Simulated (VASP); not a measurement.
Si (a cell with a defect), 17 atoms in the cell. The cell holds a defect, 17 atoms: a = 7.679 Å, b = 7.679 Å, c = 7.679 Å, α = 60.00°, β = 60.00°, γ = 60.00°. 

- Program: VASP 6.6.1
- Task: relaxation of the atoms
- Functional: PBEsol
- Potentials or basis: VASP PAW PBE potentials, release 64 (Si)
- Cutoff: 520 eV
- k mesh: 2 × 2 × 2
- Occupations: fermi-dirac, width 0.02 eV
- Spin: no spin polarisation
- Dipole correction: no
- Further INCAR settings: LREAL = Auto; ALGO = Normal; EDIFF = 1e-07; IBRION = 2; EDIFFG = -0.03; NSW = 80

Potentials or basis: VASP PAW PBE potentials, release 64 (Si).

Launch:

```console
$ cat potpaw_PBE.64/Si/POTCAR > POTCAR
$ mpirun -np 1 vasp_std > vasp.out
```

Hardware: 1 thread of Intel(R) Xeon(R) Platinum 8259CL CPU @ 2.50GHz (Skylake/Cascade Lake), on a shared host.

How long does it take, and how much memory?

Run time: 58 min on 1 thread of Intel(R) Xeon(R) Platinum 8259CL CPU @ 2.50GHz (Skylake/Cascade Lake), with other jobs on the host, peak memory 0.53 GiB. Counts: scf iterations 135, k points 8, ion steps 18.
